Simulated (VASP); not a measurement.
The system is Zn.

```
Zn
1.0
    14.00000    0.00000    0.00000
     0.00000   14.40000    0.00000
     0.00000    0.00000   14.80000
Zn
1
Cartesian
  7.0000 7.2000 7.4000
```

Base run:

| Item | Value |
| --- | --- |
| Program | VASP 6.6.1 |
| Functional | HSE06 |
| Potentials or basis | VASP PAW PBE potentials, release 64 (Zn) |
| Cutoff | 520 eV |
| k mesh | 1 × 1 × 1 |
| Occupations | fermi-dirac, width 0.01 eV |
| Spin | collinear spin, zero start |
| Starting moments | [0.01] μB |

Its results: band gap on the k mesh 5.44 eV; pressure 0.0 GPa; net moment 0.00 μB per cell.

Problem. The run is repeated on the same cell with these changes: functional from HSE06 to PBE0. What comes out?

Solution. Band gap on the k mesh 6.18 eV; pressure 0.0 GPa; net moment 0.00 μB per cell.

Caveats: the PAW data sets were made with another functional, which shifts forces and pressure a little.

A k mesh can miss the band edges.
